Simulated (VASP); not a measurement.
Input of a VASP 6.6.1 run:

INCAR

```
PREC = Accurate
ENCUT = 520
EDIFF = 1E-6
ISMEAR = 0
SIGMA = 0.1
LREAL = False
LASPH = True
NELM = 80
ALGO = Fast
ISIF = 2
LWAVE = False
LCHARG = True
GGA = PE
LELF = True
LVHAR = True
NBANDS = 10
```

File KPOINTS:

```
regular mesh
0
Gamma
  10 10 10
```

Contents of POSCAR:

```
K
1.0
   -2.6975585167      2.6975585167      2.6975585167
    2.6975585167     -2.6975585167      2.6975585167
    2.6975585167      2.6975585167     -2.6975585167
K
1
Direct
    0.0000000000      0.0000000000      0.0000000000
```

Potentials or basis: VASP PAW PBE potentials, release 64 (K_sv).

Command:

```bash
$ cat potpaw_PBE.64/K_sv/POTCAR > POTCAR
$ mpirun -np 1 vasp_std > vasp.out
```

(1) Predict the pressure.

## Answers

(1) -0.2 GPa.
